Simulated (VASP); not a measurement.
# AlN (Cm) in VASP: a series of runs

AlN is run at these levels: PBEsol; tasks: single point.

All numbers are computed with VASP 6.6.1; they aren't measurements. Logs are shortened: lines on timing, memory, paths and dates and some standing lists are left out, and cuts for length are marked.

## (1) The cell of the first run

It takes space group Cm (No. 8, monoclinic). Conventional cell: a = 5.361 Å, b = 3.095 Å, c = 3.095 Å, α = 90.00°, β = 125.26°, γ = 90.00°. Al (site symmetry m) has 4 N at 1.73 to 2.07 Å within 2.3 Å. N (site symmetry m) has 4 Al at 1.73 to 2.07 Å within 2.3 Å.

## (2) Single point, PBEsol (mode 4 frozen in at -0.095 Å and mode 5 at -0.095 Å (largest displacements))

File INCAR:

```
  ALGO = Normal
  EDIFF = 1E-6
  ENCUT = 520
  GGA = PS
  ISIF = 2
  ISMEAR = 0
  LASPH = True
  LCHARG = False
  LREAL = False
  LWAVE = False
  NBANDS = 11
  NELM = 100
  PREC = Accurate
  SIGMA = 0.05
```

File KPOINTS:

```
k-points
0
Gamma
  10 10 10
```

File POSCAR:

```
AlN
1.0
    0.0000000000      2.1886566781      2.1886566781
    2.1886566781      0.0000000000      2.1886566781
    2.1886566781      2.1886566781      0.0000000000
Al N
1 1
Direct
    0.0000000000      0.0225332784      0.0000000000
    0.7500000000      0.7065943800      0.7500000000
```

Potentials or basis: VASP PAW PBE potentials, release 64 (Al, N).

The run is started by

```bash
cat potpaw_PBE.64/Al/POTCAR potpaw_PBE.64/N/POTCAR > POTCAR
mpirun -np 1 vasp_std > vasp.out
```

OUTCAR:

```text
EDIFF = 1E-6
   ENCUT = 520
   GGA = PS
   ISIF = 2
   ISMEAR = 0
   LASPH = True
   LREAL = False
   NELM = 100
   PREC = Accurate

 ion  position               nearest neighbor table
   1  0.000  0.023  0.000-   2 1.73   2 1.91   2 1.91   2 2.07
   2  0.750  0.707  0.750-   1 1.73   1 1.91   1 1.91   1 2.07

  LATTYP: Found a face centered cubic cell.
 ALAT       =     4.3773133562

  Lattice vectors:

 A1 = (   0.0000000000,   2.1886566781,   2.1886566781)
 A2 = (   2.1886566781,   0.0000000000,   2.1886566781)
 A3 = (   2.1886566781,   2.1886566781,   0.0000000000)

Analysis of symmetry for initial positions (statically):
=====================================================================
 Subroutine PRICEL returns:
 Original cell was already a primitive cell.

 Routine SETGRP: Setting up the symmetry group for a
 face centered cubic supercell.

 Subroutine GETGRP returns: Found  2 space group operations
 (whereof  2 operations were pure point group operations)
 out of a pool of 48 trial point group operations.

The static configuration has the point symmetry C_1h.

Analysis of symmetry for dynamics (positions and initial velocities):
=====================================================================
 Subroutine PRICEL returns:
 Original cell was already a primitive cell.

 Routine SETGRP: Setting up the symmetry group for a
 face centered cubic supercell.

 Subroutine GETGRP returns: Found  2 space group operations
 (whereof  2 operations were pure point group operations)
 out of a pool of 48 trial point group operations.

The dynamic configuration has the point symmetry C_1h.

 Subroutine INISYM returns: Found  2 space group operations
 (whereof  2 operations are pure point group operations),
 and found     1 'primitive' translations

----------------------------------------------------------------------------------------

                                     Primitive cell

  volume of cell :      20.9683

  direct lattice vectors                    reciprocal lattice vectors
     0.000000000  2.188656678  2.188656678    -0.228450631  0.228450631  0.228450631
     2.188656678  0.000000000  2.188656678     0.228450631 -0.228450631  0.228450631
     2.188656678  2.188656678  0.000000000     0.228450631  0.228450631 -0.228450631

  length of vectors
     3.095227958  3.095227958  3.095227958     0.395688101  0.395688101  0.395688101

  position of ions in fractional coordinates (direct lattice)
     0.000000000  0.022533278  0.000000000
[... 81 lines left out ...]
   NSW    =      0    number of steps for IOM
   IBRION =     -1    ionic relax: 0-MD 1-quasi-New 2-CG
   NFREE  =      0    steps in history (QN), initial steepest desc. (CG)
   ISIF   =      2    stress and relaxation
   ISYM   =      2    0-nonsym 1-usesym 2-fastsym
   POTIM  = 0.5000    time-step for ionic-motion
   TEBEG  =    0.0;   TEEND  =   0.0 temperature during run
   PSTRESS=    0.0 pullay stress
   NELECT =       8.0000    total number of electrons
   NUPDOWN=      -1.0000    fix difference up-down
   EMIN   =  10.00;   EMAX   =-10.00  energy-range for DOS
   EFERMI =   0.00;   METHOD = LEGACY
   ISMEAR =     0;   SIGMA  =   0.05  broadening in eV -4-tet -1-fermi 0-gaus
   EFERMI_NEDOS =   21; number of points for ismear=-14 and -15
   IALGO  =     38    algorithm
   IMIX   =      4    mixing-type and parameters
     AMIX     =   0.40;   BMIX     =  1.00
     AMIX_MAG =   1.60;   BMIX_MAG =  1.00
  volume/ion in A,a.u.               =      10.48        70.75
  Fermi-wavevector in a.u.,A,eV,Ry     =   1.187364  2.243792 19.181944  1.409833
  Thomas-Fermi vector in A             =   2.323517
   LORBIT       =      0    0 simple, 1 ext, 2 COOP (PROOUT), +10 PAW based schemes
   GGA     = PS    functional components
   LHFCALC =     F    Hartree Fock is set to
   AEXX    =    0.0000 exact exchange contribution
   IVDW    =     0    specifies the selected vdW correction
   LEPSILON=     F    determine dielectric tensor
   LRPA    =     F    only Hartree local field effects (RPA)
 non-spin polarized calculation
 Gauss-broadening in eV      SIGMA  =   0.05
  energy-cutoff  :      520.00
  volume of cell :       20.97
 maximum number of plane-waves:       588
   NGX = 11   NGY = 11   NGZ = 11

 number of electron       8.0000000 magnetization

 Free energy of the ion-electron system (eV)
  ---------------------------------------------------
  ext. energy  EPLUGINS =         0.00000000
  ---------------------------------------------------
  free energy    TOTEN  =       -15.30029912 eV

  energy without entropy =      -15.30029912  energy(sigma->0) =      -15.30029912

 E-fermi :   6.5025     XC(G=0): -11.0955

 val. band max:        6.3002127146   @ k =   0.0000   0.0000   0.0000
 cond. band min:       8.9638100459   @ k =   0.5000   0.0000   0.5000
 fundamental gap:      2.6635973313
 Fermi energy:         6.5025308755

 k-point     1 :       0.0000    0.0000    0.0000
  band No.  band energies     occupation
      1      -9.1179      2.00000
      2       5.2708      2.00000
      3       5.8046      2.00000
      4       6.3002      2.00000
      5       9.8017      0.00000
      6      18.1923      0.00000
      7      18.2004      0.00000
      8      18.3349      0.00000
      9      23.1255      0.00000
     10      23.2138      0.00000
     11      24.0874      0.00000
[... 309 lines left out ...]
 k-point    24 :       0.2000    0.2000    0.1000
  band No.  band energies     occupation
      1      -8.6003      2.00000
      2       3.9641      2.00000
      3       5.0565      2.00000
      4       5.5512      2.00000
      5      11.6511      0.00000
      6      16.9481      0.00000
      7      17.8351      0.00000
      8      18.6987      0.00000
      9      20.0002      0.00000
     10      23.5355      0.00000
     11      24.2535      0.00000

 [... further k-points ...]
[... 5 lines left out ...]
  --------------------------------------------------------------------------------------
  -------------------------------------------------------------------------------------
  Total        0.4965678      1.0908246      0.4965678     -1.4734527     -1.4734527      0.7764798
  in kB       37.9425266     83.3494168     37.9425266   -112.5858648   -112.5858651     59.3304735
  external PRESSURE =      53.0781566 kB  Pullay stress =       0.0000000 kB

 VOLUME and BASIS-vectors are now :
 -----------------------------------------------------------------------------
  energy-cutoff  :      520.00
  volume of cell :       20.97
      direct lattice vectors                 reciprocal lattice vectors
     0.000000000  2.188656678  2.188656678    -0.228450631  0.228450631  0.228450631
     2.188656678  0.000000000  2.188656678     0.228450631 -0.228450631  0.228450631
     2.188656678  2.188656678  0.000000000     0.228450631  0.228450631 -0.228450631

 POSITION                                       TOTAL-FORCE (eV/Angst)
 -----------------------------------------------------------------------------------
      0.04932      0.00000      0.04932        -2.231932      1.304372     -2.231932
      3.18799      3.28299      3.18799         2.231932     -1.304372      2.231932
 -----------------------------------------------------------------------------------
    total drift:                                0.000150     -0.000009      0.000150

  FREE ENERGIE OF THE ION-ELECTRON SYSTEM (eV)
  ---------------------------------------------------
  free  energy   TOTEN  =       -15.3002991207 eV

  energy  without entropy=      -15.3002991207  energy(sigma->0) =      -15.30029912
```

stdout:

```text
POSCAR found type information on POSCAR AlN
 POSCAR found :  2 types and       2 ions
 scaLAPACK will be used
 -----------------------------------------------------------------------------
|                                                                             |
|                                                                             |
|     You enforced a specific xc type in the INCAR file but a different       |
|     I HOPE YOU KNOW WHAT YOU ARE DOING!                                     |
|                                                                             |
 -----------------------------------------------------------------------------

 LDA part: xc-table for (Slater+PW92), standard interpolation
 POSCAR, INCAR and KPOINTS ok, starting setup
 FFT: planning ... GRIDC
 FFT: planning ... GRID_SOFT
 FFT: planning ... GRID
 WAVECAR not read
 entering main loop
```

It took 48 s on 1 thread of Intel Xeon Platinum 8488C (Sapphire Rapids), shared host; peak memory 0.18 GiB.

Results:

* Free energy: -15.3003 eV
* Pressure: 5.3 GPa
* Largest force: 3.415 eV/Å
* Band gap on the k mesh: 2.66 eV, indirect (least direct gap 3.50 eV)

Forces in eV/Å, atoms in the order of the input:
```
Al  -2.232  1.304 -2.232
N    2.232 -1.304  2.232
```

Caveat: the cell differs from its parent crystal (mode 4 frozen in at -0.095 Å and mode 5 at -0.095 Å (largest displacements)); the PAW data sets were made with another functional, which shifts forces and pressure a little. A k mesh can miss the band edges.

## (3) Single point, PBEsol (mode 4 frozen in at -0.076 Å and mode 5 at -0.076 Å (largest displacements))

File INCAR:

```
SYSTEM = AlN
PREC     = Accurate       ! precision mode
ENCUT    = 520            ! plane-wave cutoff, eV
EDIFF    = 1E-6           ! SCF threshold, eV
ISMEAR   = 0              ! smearing method
SIGMA    = 0.05           ! smearing width, eV
LREAL    = .False.        ! projectors in reciprocal space
LASPH    = .True.         ! aspherical terms in the spheres
NELM     = 80             ! most SCF steps
ALGO     = Normal         ! electronic algorithm
ISIF     = 2              ! what is computed and relaxed
LWAVE    = .False.        ! write WAVECAR
LCHARG   = .False.        ! write CHGCAR
GGA      = PS             ! functional
NBANDS   = 11             ! bands
```

File KPOINTS:

```
Automatic mesh
0
Gamma
  10 10 10
  0 0 0
```

File POSCAR:

```
AlN
1.0
    0.0000000000      2.1886566781      2.1886566781
    2.1886566781      0.0000000000      2.1886566781
    2.1886566781      2.1886566781      0.0000000000
Al N
1 1
Direct
    0.0000000000      0.0180266228      0.0000000000
    0.7500000000      0.7152755040      0.7500000000
```

Potentials or basis: VASP PAW PBE potentials, release 64 (Al, N).

The run is started by

```bash
cat potpaw_PBE.64/Al/POTCAR potpaw_PBE.64/N/POTCAR > POTCAR
mpirun -np 1 vasp_std > vasp.out
```

It took 46 s on 1 thread of Intel Xeon Platinum 8488C (Sapphire Rapids), shared host; peak memory 0.18 GiB.

Results (log left out):

| Property | Result |
| --- | --- |
| Free energy | -15.4148 eV |
| Pressure | 3.4 GPa |
| Largest force | 2.598 eV/Å |
| Band gap on the k mesh | 2.76 eV, indirect (least direct gap 3.62 eV) |

Forces in eV/Å, atoms in the order of the input:
```
Al  -1.742  0.825 -1.742
N    1.742 -0.825  1.742
```

Stress tensor (GPa, compression positive):
```
 2.45 -8.64  3.83
-8.64  5.23 -8.64
 3.83 -8.64  2.45
```

Levels at points of the mesh, in eV from the valence-band top:
```tsv
k point	band 2	band 3	band 4	band 5	band 6	band 7
(0.00, 0.00, 0.00)	-0.84	-0.41	0.00	3.62	11.98	11.99
(0.50, 0.00, 0.00)	-6.29	-1.18	-0.58	6.72	9.24	10.41
(0.00, 0.50, 0.00)	-6.45	-0.86	-0.54	6.65	9.11	10.59
(0.50, 0.50, 0.50)	-6.10	-1.25	-0.89	6.91	9.38	10.38
(0.50, 0.50, 0.00)	-5.33	-2.39	-1.97	2.79	7.97	13.22
(0.50, 0.00, 0.50)	-5.35	-2.17	-2.12	2.76	7.88	13.22
```

Caveat: the cell differs from its parent crystal (mode 4 frozen in at -0.076 Å and mode 5 at -0.076 Å (largest displacements)); the PAW data sets were made with another functional, which shifts forces and pressure a little.
